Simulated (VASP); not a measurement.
# C (P6_3/mmc) in VASP: notebook

The runs below take C through single point, with LDA.

All numbers are computed with VASP 6.6.1; they aren't measurements. Logs are shortened: lines on timing, memory, paths and dates and some standing lists are left out, and cuts for length are marked.

## 1. The cell of the first run

It takes space group P6_3/mmc (No. 194, hexagonal). The conventional cell has a = 2.483 Å, b = 2.483 Å, c = 4.136 Å, α = 90.00°, β = 90.00°, γ = 120.00°. Within 2.0 Å of C (site symmetry 3m) lie 4 C at 1.52 to 1.55 Å.

## 2. Single point, LDA

INCAR reads:

```
SYSTEM = C
ALGO     = Normal         ! electronic algorithm
EDIFF    = 1E-6           ! SCF threshold, eV
ENCUT    = 520            ! plane-wave cutoff, eV
GGA      = CA             ! functional
ISIF     = 2              ! what is computed and relaxed
ISMEAR   = 0              ! smearing method
LASPH    = .True.         ! aspherical terms in the spheres
LCHARG   = .False.        ! write CHGCAR
LREAL    = .False.        ! projectors in reciprocal space
LWAVE    = .False.        ! write WAVECAR
NBANDS   = 16             ! bands
NELM     = 100            ! most SCF steps
PREC     = Accurate       ! precision mode
SIGMA    = 0.02           ! smearing width, eV
```

KPOINTS reads:

```
k-points
0
Gamma
  9 9 6
  0 0 0
```

POSCAR reads:

```
C
1.0
    2.4830358874      0.0000000000      0.0000000000
   -1.2415179437      2.1503721570      0.0000000000
    0.0000000000      0.0000000000      4.1358820514
C
4
Direct
    0.3333333333      0.6666666667     -0.0001691602
    0.6666666667      0.3333333333      0.4998308398
    0.3333333333      0.6666666667      0.3741691602
    0.6666666667      0.3333333333      0.8741691602
```

Potentials or basis: VASP PAW LDA potentials, release 64 (C).

The run is started by

```sh
> cat potpaw_LDA.64/C/POTCAR > POTCAR
> mpirun -np 1 vasp_std > vasp.out
```

OUTCAR:

```text
SYSTEM = C
   EDIFF = 1E-6
   ENCUT = 520
   GGA = CA
   ISIF = 2
   ISMEAR = 0
   LASPH = .True.
   LREAL = .False.
   NELM = 100
   PREC = Accurate

 ion  position               nearest neighbor table
   1  0.333  0.667  1.000-   4 1.52   4 1.52   4 1.52   3 1.55
   2  0.667  0.333  0.500-   3 1.52   3 1.52   3 1.52   4 1.55
   3  0.333  0.667  0.374-   2 1.52   2 1.52   2 1.52   1 1.55
   4  0.667  0.333  0.874-   1 1.52   1 1.52   1 1.52   2 1.55

  LATTYP: Found a hexagonal cell.
 ALAT       =     2.4830358874
 C/A-ratio  =     1.6656553666

  Lattice vectors:

 A1 = (   2.4830358874,   0.0000000000,   0.0000000000)
 A2 = (  -1.2415179437,   2.1503721570,   0.0000000000)
 A3 = (   0.0000000000,   0.0000000000,   4.1358820514)

Analysis of symmetry for initial positions (statically):
=====================================================================
 Subroutine PRICEL returns:
 Original cell was already a primitive cell.

 Routine SETGRP: Setting up the symmetry group for a
 hexagonal supercell.

 Subroutine GETGRP returns: Found 24 space group operations
 (whereof  6 operations were pure point group operations)
 out of a pool of 24 trial point group operations.

The static configuration has the point symmetry C_3v.
 The point group associated with its full space group is D_6h.

Analysis of symmetry for dynamics (positions and initial velocities):
=====================================================================
 Subroutine PRICEL returns:
 Original cell was already a primitive cell.

 Routine SETGRP: Setting up the symmetry group for a
 hexagonal supercell.

 Subroutine GETGRP returns: Found 24 space group operations
 (whereof  6 operations were pure point group operations)
 out of a pool of 24 trial point group operations.

The dynamic configuration has the point symmetry C_3v.
 The point group associated with its full space group is D_6h.

 Subroutine INISYM returns: Found 24 space group operations
 (whereof  6 operations are pure point group operations),
 and found     1 'primitive' translations

----------------------------------------------------------------------------------------

                                     Primitive cell

  volume of cell :      22.0833

  direct lattice vectors                    reciprocal lattice vectors
     2.483035887  0.000000000  0.000000000     0.402732802  0.232517892  0.000000000
    -1.241517944  2.150372157  0.000000000     0.000000000  0.465035783  0.000000000
     0.000000000  0.000000000  4.135882051     0.000000000  0.000000000  0.241786392

  length of vectors
     2.483035887  2.483035887  4.135882051     0.465035783  0.465035783  0.241786392

  position of ions in fractional coordinates (direct lattice)
     0.333333333  0.666666667  0.999830840
     0.666666667  0.333333333  0.499830840
     0.333333333  0.666666667  0.374169160
     0.666666667  0.333333333  0.874169160

  ion indices of the primitive-cell ions
   primitive index   ion index
                 1           1
                 2           2
                 3           3
                 4           4

----------------------------------------------------------------------------------------

 KPOINTS: k-points

Automatic generation of k-mesh.
 Grid dimensions read from file:
 generate k-points for:    9    9    6

 Generating k-lattice:

  Cartesian coordinates                     Fractional coordinates (reciprocal lattice)
     0.044748089  0.025835321  0.000000000     0.111111111 -0.000000000  0.000000000
     0.000000000  0.051670643  0.000000000     0.000000000  0.111111111  0.000000000
     0.000000000  0.000000000  0.040297732     0.000000000  0.000000000  0.166666667

  Length of vectors
     0.051670643  0.051670643  0.040297732

  Shift w.r.t. Gamma in fractional coordinates (k-lattice)
     0.000000000  0.000000000  0.000000000

 Subroutine IBZKPT returns following result:
 ===========================================

 Found     48 irreducible k-points:

 Following reciprocal coordinates:
            Coordinates               Weight
  0.000000  0.000000  0.000000      1.000000
  0.111111  0.000000  0.000000      6.000000
  0.222222 -0.000000  0.000000      6.000000
  0.333333 -0.000000  0.000000      6.000000
  0.444444 -0.000000  0.000000      6.000000
  0.111111  0.111111  0.000000      6.000000
[... 16 lines left out ...]
  0.333333  0.222222  0.166667     24.000000
  0.333333  0.333333  0.166667      4.000000
 [... further k-points ...]
   k-points           NKPTS =     48   k-points in BZ     NKDIM =     48   number of bands    NBANDS=     16
   number of dos      NEDOS =    301   number of ions     NIONS =      4
   total plane-waves  NPLWV =  10368
   dimension x,y,z NGX =    18 NGY =   18 NGZ =   32
   dimension x,y,z NGXF=    36 NGYF=   36 NGZF=   64
   ions per type =               4
   NGX,Y,Z   is equivalent  to a cutoff of  12.05, 12.05, 12.86 a.u.
   NGXF,Y,Z  is equivalent  to a cutoff of  24.10, 24.10, 25.73 a.u.
 SYSTEM =  C
   PREC   = accura    normal or accurate (medium, high low for compatibility)
   ISTART =      0    job   : 0-new  1-cont  2-samecut
   ICHARG =      2    charge: 1-file 2-atom 10-const
   ISPIN  =      1    spin polarized calculation?
   LNONCOLLINEAR =      F non collinear calculations
   LSORBIT =      F    spin-orbit coupling
   LASPH  =      T    aspherical Exc in radial PAW
   ENCUT  =  520.0 eV  38.22 Ry    6.18 a.u.   4.62  4.62  7.69*2*pi/ulx,y,z
   NELM   =    100;   NELMIN=  2; NELMDL= -5     # of ELM steps
   EDIFF  = 0.1E-05   stopping-criterion for ELM
   LREAL  =      F    real-space projection
   EDIFFG = 0.1E-04   stopping-criterion for IOM
   NSW    =      0    number of steps for IOM
   IBRION =     -1    ionic relax: 0-MD 1-quasi-New 2-CG
   NFREE  =      0    steps in history (QN), initial steepest desc. (CG)
   ISIF   =      2    stress and relaxation
   ISYM   =      2    0-nonsym 1-usesym 2-fastsym
   POTIM  = 0.5000    time-step for ionic-motion
   TEBEG  =    0.0;   TEEND  =   0.0 temperature during run
   PSTRESS=    0.0 pullay stress
   NELECT =      16.0000    total number of electrons
   NUPDOWN=      -1.0000    fix difference up-down
   EMIN   =  10.00;   EMAX   =-10.00  energy-range for DOS
   EFERMI =   0.00;   METHOD = LEGACY
   ISMEAR =     0;   SIGMA  =   0.02  broadening in eV -4-tet -1-fermi 0-gaus
   EFERMI_NEDOS =   21; number of points for ismear=-14 and -15
   IALGO  =     38    algorithm
   IMIX   =      4    mixing-type and parameters
     AMIX     =   0.40;   BMIX     =  1.00
     AMIX_MAG =   1.60;   BMIX_MAG =  1.00
  volume/ion in A,a.u.               =       5.52        37.26
  Fermi-wavevector in a.u.,A,eV,Ry     =   1.470370  2.778596 29.415623  2.161987
  Thomas-Fermi vector in A             =   2.585635
   LORBIT       =      0    0 simple, 1 ext, 2 COOP (PROOUT), +10 PAW based schemes
   GGA     = CA    functional components
   LHFCALC =     F    Hartree Fock is set to
   AEXX    =    0.0000 exact exchange contribution
   IVDW    =     0    specifies the selected vdW correction
   LEPSILON=     F    determine dielectric tensor
   LRPA    =     F    only Hartree local field effects (RPA)
 non-spin polarized calculation
 Gauss-broadening in eV      SIGMA  =   0.02
  energy-cutoff  :      520.00
  volume of cell :       22.08
 maximum number of plane-waves:       605
   NGX =  9   NGY =  9   NGZ = 15

 number of electron      15.9999992 magnetization

 Free energy of the ion-electron system (eV)
  ---------------------------------------------------
  ext. energy  EPLUGINS =         0.00000000
  ---------------------------------------------------
  free energy    TOTEN  =       -40.38971545 eV

  energy without entropy =      -40.38971545  energy(sigma->0) =      -40.38971545

 E-fermi :  10.6176     XC(G=0): -13.6248

 val. band max:       10.4282392978   @ k =   0.0000   0.0000   0.0000
 cond. band min:      13.4358611733   @ k =   0.3333   0.3333   0.0000
 fundamental gap:      3.0076218755
 Fermi energy:        10.6176244904

 k-point     1 :       0.0000    0.0000    0.0000
  band No.  band energies     occupation
      1     -11.5802      2.00000
      2      -5.7997      2.00000
      3      -3.5733      2.00000
      4       7.2780      2.00000
      5       7.2780      2.00000
      6       9.9078      2.00000
[... 8 lines left out ...]
     15      25.4799      0.00000
     16      28.0938      0.00000

 k-point     2 :       0.1111    0.0000    0.0000
  band No.  band energies     occupation
      1     -11.2679      2.00000
      2      -5.5215      2.00000
      3      -3.2772      2.00000
      4       5.8322      2.00000
      5       6.6633      2.00000
      6       9.2038      2.00000
[... 8 lines left out ...]
     15      25.7800      0.00000
     16      26.9460      0.00000

 k-point     3 :       0.2222   -0.0000    0.0000
  band No.  band energies     occupation
      1     -10.3373      2.00000
      2      -4.6915      2.00000
      3      -2.4250      2.00000
      4       2.7943      2.00000
      5       5.4688      2.00000
      6       6.6177      2.00000
[... 8 lines left out ...]
     15      24.9993      0.00000
     16      26.4364      0.00000

 k-point     4 :       0.3333   -0.0000    0.0000
  band No.  band energies     occupation
      1      -8.8140      2.00000
      2      -3.3284      2.00000
      3      -1.4687      2.00000
      4      -0.1196      2.00000
      5       3.7514      2.00000
      6       4.4406      2.00000
[... 8 lines left out ...]
     15      25.5348      0.00000
     16      26.8844      0.00000
[... 324 lines left out ...]
 k-point    22 :       0.2222    0.2222    0.1667
  band No.  band energies     occupation
      1      -7.7357      2.00000
      2      -3.6093      2.00000
      3      -0.8262      2.00000
      4       1.4336      2.00000
      5       1.6244      2.00000
      6       2.9477      2.00000
[... 8 lines left out ...]
     15      24.2218      0.00000
     16      26.8291      0.00000

 k-point    23 :       0.3333    0.2222    0.1667
  band No.  band energies     occupation
      1      -5.7980      2.00000
      2      -3.0700      2.00000
      3      -1.6841      2.00000
      4       0.4422      2.00000
      5       0.9014      2.00000
      6       2.7450      2.00000
[... 8 lines left out ...]
     15      25.7432      0.00000
     16      27.1336      0.00000

 k-point    24 :       0.3333    0.3333    0.1667
  band No.  band energies     occupation
      1      -4.0728      2.00000
      2      -4.0728      2.00000
      3      -0.8648      2.00000
      4      -0.1041      2.00000
      5      -0.1041      2.00000
      6       2.7217      2.00000
[... 8 lines left out ...]
     15      26.2837      0.00000
     16      26.2837      0.00000

 [... further k-points ...]
[... 5 lines left out ...]
  --------------------------------------------------------------------------------------
  -------------------------------------------------------------------------------------
  Total        0.2422872      0.2422872      0.2335602      0.0000000     -0.0000000      0.0000000
  in kB       17.5782744     17.5782744     16.9451167      0.0000000     -0.0000000      0.0000000
  external PRESSURE =      17.3672218 kB  Pullay stress =       0.0000000 kB

 VOLUME and BASIS-vectors are now :
 -----------------------------------------------------------------------------
  energy-cutoff  :      520.00
  volume of cell :       22.08
      direct lattice vectors                 reciprocal lattice vectors
     2.483035887  0.000000000  0.000000000     0.402732802  0.232517892  0.000000000
    -1.241517944  2.150372157  0.000000000     0.000000000  0.465035783  0.000000000
     0.000000000  0.000000000  4.135882051     0.000000000  0.000000000  0.241786392

 POSITION                                       TOTAL-FORCE (eV/Angst)
 -----------------------------------------------------------------------------------
     -0.00000      1.43358      4.13518        -0.000000     -0.000000      0.004715
      1.24152      0.71679      2.06724         0.000000      0.000000      0.004715
     -0.00000      1.43358      1.54752        -0.000000      0.000000     -0.004715
      1.24152      0.71679      3.61546         0.000000      0.000000     -0.004715
 -----------------------------------------------------------------------------------
    total drift:                               -0.000000      0.000000      0.000001

  FREE ENERGIE OF THE ION-ELECTRON SYSTEM (eV)
  ---------------------------------------------------
  free  energy   TOTEN  =       -40.3897154454 eV

  energy  without entropy=      -40.3897154454  energy(sigma->0) =      -40.38971545
```

Wall time 19 s (1 thread of Intel Xeon 8259CL, shared host); peak memory 0.12 GiB.

What came out:

```
Free energy            : -40.3897 eV
Pressure               : 1.7 GPa
Largest force          : 0.005 eV/Å
Band gap on the k mesh : 3.01 eV, indirect (least direct gap 4.97 eV)
```

Forces in eV/Å, atoms in the order of the input:
```
C    0.000  0.000  0.005
C    0.000  0.000  0.005
C    0.000  0.000 -0.005
C    0.000  0.000 -0.005
```

A k mesh can miss the band edges. A hybrid or GW would open this gap; LDA tends to underestimate it.

(Continued in part 2 of 2.)
